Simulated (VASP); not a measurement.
# KCl (I4/mmm) in VASP: a series of runs, part 2 of 2

VASP 6.6.1. The steps go on from the part before.

## (5) Single point, r2SCAN (strain +0.040 along x and y, -0.040 along z)

Input file POSCAR:

```
KCl
1.0
    0.0000000000      3.2823440000      3.0298560000
    3.2823440000      0.0000000000      3.0298560000
    3.2823440000      3.2823440000      0.0000000000
K Cl
1 1
Direct
    0.0000000000      0.0000000000      0.0000000000
    0.5000000000      0.5000000000      0.5000000000
```

Input file INCAR.step1:

```
PREC = Accurate
ENCUT = 550
ISMEAR = 0
SIGMA = 0.05
LREAL = False
LASPH = True
NELM = 120
NBANDS = 15
GGA = PE
ALGO = Normal
EDIFF = 1E-5
LWAVE = True
LCHARG = False
GGA_COMPAT = False
```

Input file INCAR.step2:

```
PREC = Accurate
ENCUT = 550
EDIFF = 1E-6
ISMEAR = 0
SIGMA = 0.05
LREAL = False
LASPH = True
NELM = 120
ALGO = Normal
ISIF = 2
LWAVE = False
LCHARG = True
METAGGA = R2SCAN
LMIXTAU = True
LELF = True
LVHAR = True
NBANDS = 15
ISTART = 1
GGA_COMPAT = False
```

Input file KPOINTS:

```
Automatic mesh
0
Gamma
  6 6 6
```

Potentials or basis: VASP PAW PBE potentials, release 64 (K_sv, Cl).

On the command line:

```console
$ cat potpaw_PBE.64/K_sv/POTCAR potpaw_PBE.64/Cl/POTCAR > POTCAR
$ cp INCAR.step1 INCAR
$ mpirun -np 1 vasp_std > vasp.out
$ cp INCAR.step2 INCAR
$ mpirun -np 1 vasp_std > vasp.out
```

OUTCAR:

```text
PREC = Accurate
   ENCUT = 550
   EDIFF = 1E-6
   ISMEAR = 0
   LREAL = False
   LASPH = True
   NELM = 120
   ISIF = 2
   METAGGA = R2SCAN
   ISTART = 1

 ion  position               nearest neighbor table
   1  0.000  0.000  0.000-   2 3.03   2 3.03
   2  0.500  0.500  0.500-   1 3.03   1 3.03

  LATTYP: Found a body centered tetragonal cell.
 ALAT       =     4.6419354012
 C/A-ratio  =     1.3054279037

  Lattice vectors:

 A1 = (   0.0000000000,  -3.2823440000,  -3.0298560000)
 A2 = (   0.0000000000,   3.2823440000,  -3.0298560000)
 A3 = (   3.2823440000,   0.0000000000,   3.0298560000)

Analysis of symmetry for initial positions (statically):
=====================================================================
 Subroutine PRICEL returns:
 Original cell was already a primitive cell.

 Routine SETGRP: Setting up the symmetry group for a
 body centered tetragonal supercell.

 Subroutine GETGRP returns: Found 16 space group operations
 (whereof 16 operations were pure point group operations)
 out of a pool of 16 trial point group operations.

The static configuration has the point symmetry D_4h.

Analysis of symmetry for dynamics (positions and initial velocities):
=====================================================================
 Subroutine PRICEL returns:
 Original cell was already a primitive cell.

 Routine SETGRP: Setting up the symmetry group for a
 body centered tetragonal supercell.

 Subroutine GETGRP returns: Found 16 space group operations
 (whereof 16 operations were pure point group operations)
 out of a pool of 16 trial point group operations.

The dynamic configuration has the point symmetry D_4h.

 Subroutine INISYM returns: Found 16 space group operations
 (whereof 16 operations are pure point group operations),
 and found     1 'primitive' translations

[... 120 lines left out ...]
   LHFCALC =     F    Hartree Fock is set to
   AEXX    =    0.0000 exact exchange contribution
   IVDW    =     0    specifies the selected vdW correction
   LEPSILON=     F    determine dielectric tensor
   LRPA    =     F    only Hartree local field effects (RPA)
 non-spin polarized calculation
 Gauss-broadening in eV      SIGMA  =   0.05
  energy-cutoff  :      550.00
  volume of cell :       65.29
 maximum number of plane-waves:      1931
 NGX is ok and might be reduce to    36
   NGX = 17   NGY = 17   NGZ = 17

 number of electron      15.9999999 magnetization

 Free energy of the ion-electron system (eV)
  ---------------------------------------------------
  ext. energy  EPLUGINS =         0.00000000
  ---------------------------------------------------
  free energy    TOTEN  =       -16.46886349 eV

  energy without entropy =      -16.46886349  energy(sigma->0) =      -16.46886349

 E-fermi :  -2.1743     XC(G=0):  -7.7356

 val. band max:       -2.4036931606   @ k =   0.0000   0.0000   0.0000
 cond. band min:       3.2040779654   @ k =   0.0000   0.0000   0.0000
 fundamental gap:      5.6077711260
 Fermi energy:        -2.1742562059

 k-point     1 :       0.0000    0.0000    0.0000
  band No.  band energies     occupation
      1     -30.8101      2.00000
      2     -15.0684      2.00000
      3     -13.5077      2.00000
      4     -13.5077      2.00000
      5     -13.4993      2.00000
      6      -2.4576      2.00000
      7      -2.4576      2.00000
      8      -2.4037      2.00000
      9       3.2041      0.00000
     10       6.4249      0.00000
     11       6.4249      0.00000
     12       6.9168      0.00000
     13       7.3755      0.00000
     14       7.8442      0.00000
[... 401 lines left out ...]
      2     -15.0551      2.00000
      3     -13.5907      2.00000
      4     -13.5334      2.00000
      5     -13.4731      2.00000
      6      -3.0960      2.00000
      7      -2.7623      2.00000
      8      -2.6501      2.00000
      9       5.1222      0.00000
     10       6.4158      0.00000
     11       7.8356      0.00000
     12       8.8070      0.00000
     13       8.8634      0.00000
     14       9.5334      0.00000
     15       9.9017      0.00000

 [... further k-points ...]

------------------------ aborting loop because EDIFF is reached ----------------------------------------

  FORCE on cell =-STRESS in cart. coord.  units (eV):
  Direction    XX          YY          ZZ          XY          YZ          ZX
  --------------------------------------------------------------------------------------
  -------------------------------------------------------------------------------------
  Total       -0.6033098     -0.6033098      0.6401760      0.0000000     -0.0000000      0.0000000
  in kB      -14.8057627    -14.8057627     15.7104929      0.0000000     -0.0000000      0.0000000
  external PRESSURE =      -4.6336775 kB  Pullay stress =       0.0000000 kB

 VOLUME and BASIS-vectors are now :
 -----------------------------------------------------------------------------
  energy-cutoff  :      550.00
  volume of cell :       65.29
      direct lattice vectors                 reciprocal lattice vectors
     0.000000000  3.282344000  3.029856000    -0.152330164  0.152330164  0.165024344
     3.282344000  0.000000000  3.029856000     0.152330164 -0.152330164  0.165024344
     3.282344000  3.282344000  0.000000000     0.152330164  0.152330164 -0.165024344

 POSITION                                       TOTAL-FORCE (eV/Angst)
 -----------------------------------------------------------------------------------
      0.00000      0.00000      0.00000        -0.000000     -0.000000      0.000000
      3.28234      3.28234      3.02986         0.000000      0.000000      0.000000
 -----------------------------------------------------------------------------------
    total drift:                                0.000000      0.000000      0.000000

  FREE ENERGIE OF THE ION-ELECTRON SYSTEM (eV)
  ---------------------------------------------------
  free  energy   TOTEN  =       -16.4688634930 eV

  energy  without entropy=      -16.4688634930  energy(sigma->0) =      -16.46886349
```

OUTCAR.step1:

```text
PREC = Accurate
   ENCUT = 550
   ISMEAR = 0
   LREAL = False
   LASPH = True
[... 655 lines left out ...]
      0.00000      0.00000      0.00000         0.000000      0.000000      0.000000
      3.28234      3.28234      3.02986        -0.000000     -0.000000      0.000000
 -----------------------------------------------------------------------------------
    total drift:                                0.000000      0.000000      0.000000

  FREE ENERGIE OF THE ION-ELECTRON SYSTEM (eV)
  ---------------------------------------------------
  free  energy   TOTEN  =        -6.7819932998 eV

  energy  without entropy=       -6.7819932998  energy(sigma->0) =       -6.78199330
```

OSZICAR.step1:

```text
N       E                     dE             d eps       ncg     rms          rms(c)
DAV:   1     0.106600914360E+03    0.10660E+03   -0.72519E+03   900   0.995E+02
DAV:   2    -0.362838900784E+00   -0.10696E+03   -0.96836E+02  1184   0.239E+02
DAV:   3    -0.684675334345E+01   -0.64839E+01   -0.64405E+01  1215   0.526E+01
DAV:   4    -0.709201603619E+01   -0.24526E+00   -0.24520E+00  1417   0.908E+00
DAV:   5    -0.709374648722E+01   -0.17305E-02   -0.17304E-02  1243   0.859E-01    0.327E+00
DAV:   6    -0.678495668269E+01    0.30879E+00   -0.45315E-01  1110   0.331E+00    0.264E+00
DAV:   7    -0.676771957440E+01    0.17237E-01   -0.10915E-01  1236   0.184E+00    0.154E+00
DAV:   8    -0.678051580032E+01   -0.12796E-01   -0.17717E-02  1134   0.982E-01    0.183E-01
DAV:   9    -0.678133066532E+01   -0.81487E-03   -0.10760E-03  1250   0.204E-01    0.104E-01
DAV:  10    -0.678198792467E+01   -0.65726E-03   -0.68858E-04   949   0.164E-01    0.218E-02
DAV:  11    -0.678199329978E+01   -0.53751E-05   -0.24109E-05  1263   0.267E-02
   1 F= -.67819933E+01 E0= -.67819933E+01  d E =-.720237E-13
```

Run time: 5.1 min. Hardware: 1 thread of AMD EPYC 7R13, shared host; peak memory 0.19 GiB.

What came out:

- Free energy: -16.4689 eV
- Pressure: -0.5 GPa
- Band gap on the k mesh: 5.61 eV

Stress tensor (GPa, compression positive):
```
-1.48  0.00  0.00
 0.00 -1.48  0.00
 0.00  0.00  1.57
```

Levels at points of the mesh, in eV from the valence-band top:
```
           k point  band 5  band 6  band 7  band 8  band 9  band 10  band 11  band 12
(0.00, 0.00, 0.00)  -11.10   -0.05   -0.05    0.00    5.61     8.83     8.83     9.32
(0.50, 0.00, 0.00)  -10.86   -1.01   -0.33   -0.33    7.95     8.99    11.09    11.21
(0.50, 0.50, 0.00)  -11.16   -0.58   -0.32   -0.32    6.93     9.06    10.68    11.12
(0.50, 0.00, 0.50)  -11.13   -0.71   -0.22   -0.21    7.10     8.91    10.19    10.99
```

Caveat: the cell differs from its parent crystal (strain +0.040 along x and y, -0.040 along z); the PAW data sets were made with another functional, which shifts forces and pressure a little.

## (6) Overview

| cell | gap on the mesh (eV) | pressure (GPa) |
| --- | --- | --- |
| a = 4.467, b = 4.467, c = 4.285 Å, angles 61.3, 61.3, 57.3°, 2 atoms | 5.89 | 1.1 |
| a = 4.561, b = 4.561, c = 4.285 Å, angles 62.0, 62.0, 56.0°, 2 atoms | 5.73 | 0.7 |
| a = 4.382, b = 4.382, c = 4.642 Å, angles 58.0, 58.0, 64.0°, 2 atoms | 5.65 | 0.9 |
| a = 4.467, b = 4.467, c = 4.642 Å, angles 58.7, 58.7, 62.6°, 2 atoms | 5.61 | -0.5 |

Alike in all rows: task single point; level r2SCAN; potentials or basis VASP PAW PBE potentials, release 64 (K_sv, Cl); no spin polarisation; k mesh 6 × 6 × 6; cutoff (eV) 550; smearing gaussian 0.05 eV.

Caveats: the PAW data sets were made with another functional, which shifts forces and pressure a little.

Absolute energies hang on the potentials; compare differences alone.
